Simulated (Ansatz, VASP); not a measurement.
# Mg12H in VASP and in Ansatz

```
CELL_PARAMETERS angstrom
6.42000 0.00000 0.00000
-4.81500 8.33982 0.00000
0.00000 0.00000 5.21304
ATOMIC_POSITIONS crystal
Mg 0.99938 0.99937 0.99831
Mg 0.16661 0.22197 0.49756
Mg 0.99921 0.33330 0.99808
Mg 0.16505 0.55471 0.50201
Mg 0.99903 0.66629 0.99953
Mg 0.16713 0.88980 0.50114
Mg 0.49954 0.99923 0.99926
Mg 0.66812 0.22238 0.50073
Mg 0.50140 0.33407 0.99782
Mg 0.66765 0.55587 0.50185
Mg 0.50155 0.66723 0.00202
Mg 0.66714 0.88960 0.50141
H 0.84509 0.44869 0.24611
```

Alike in both runs: functional PBEsol; k mesh 4 × 3 × 4; occupations gaussian, width 0.1 eV; no spin polarisation.

Ansatz relaxed the structure, and its values are those at the end. VASP's run is a single point on that final structure, the one shown.

|  | VASP | Ansatz |
| --- | --- | --- |
| version | VASP 6.6.1 | Ansatz 0.2.0 |
| potentials or method | VASP PAW PBE potentials, release 64 (Mg, H), cutoff 520 eV | scalar-relativistic, plane waves, PAW |
| valence electrons in the cell | 25 | 121 |

|  | VASP | Ansatz | Ansatz less VASP |
| --- | --- | --- | --- |
| rms of the force components (eV/Å) | 0.006 | 0.006 | -0.0001 |

VASP's potentials were made for PBE, not for PBEsol. VASP's potentials hold 25 valence electrons a cell and Ansatz's 121, so a difference there can come from the potentials and not from the codes.
